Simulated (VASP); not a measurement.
AlNi3:

```
Al Ni
1.0
     3.56668    0.00000    0.00000
     0.00000    3.56668    0.00000
     0.00000    0.00000    3.56668
Al Ni
1 3
Cartesian
  0.0000 0.0000 0.0000
  0.0000 1.7833 1.7833
  1.7833 0.0000 1.7833
  1.7833 1.7833 0.0000
```

* Program: VASP 6.6.1
* Task: relaxation of cell and atoms
* Functional: PBEsol
* Potentials or basis: VASP PAW PBE potentials, release 64 (Al, Ni)
* Cutoff: 600 eV
* k mesh: 12 × 12 × 12
* Occupations: gaussian, width 0.1 eV
* Spin: collinear spin, ferromagnetic start
* Starting moments: [0.0, 0.3, 0.3, 0.3] μB

At the start: pressure -7.4 GPa; volume 11.34 Å³/atom.

Question: How do energy, volume and symmetry change on relaxing?

Answer: Over 3 steps the energy falls by 10.7 meV/atom and the volume is 10.90 Å³/atom (-3.9 %); space group Pm-3m (No. 221, to 0.1 Å) before and after; moment 0.66 μB per cell.

Step by step:
```csv
step,energy change (eV),largest force (eV/Å),pressure (GPa),volume (Å³)
1,0.0000,0.0000,-7.38,45.37
2,-0.0053,0.0000,7.91,42.03
3,-0.0428,0.0000,0.05,43.60
```

Final structure:
```
CELL_PARAMETERS angstrom
3.51951 0.00000 0.00000
0.00000 3.51951 0.00000
0.00000 0.00000 3.51951
ATOMIC_POSITIONS crystal
Al 0.00000 0.00000 0.00000
Ni 0.00000 0.50000 0.50000
Ni 0.50000 0.00000 0.50000
Ni 0.50000 0.50000 0.00000
```

Caveat: the PAW data sets were made with another functional, which shifts forces and pressure a little.
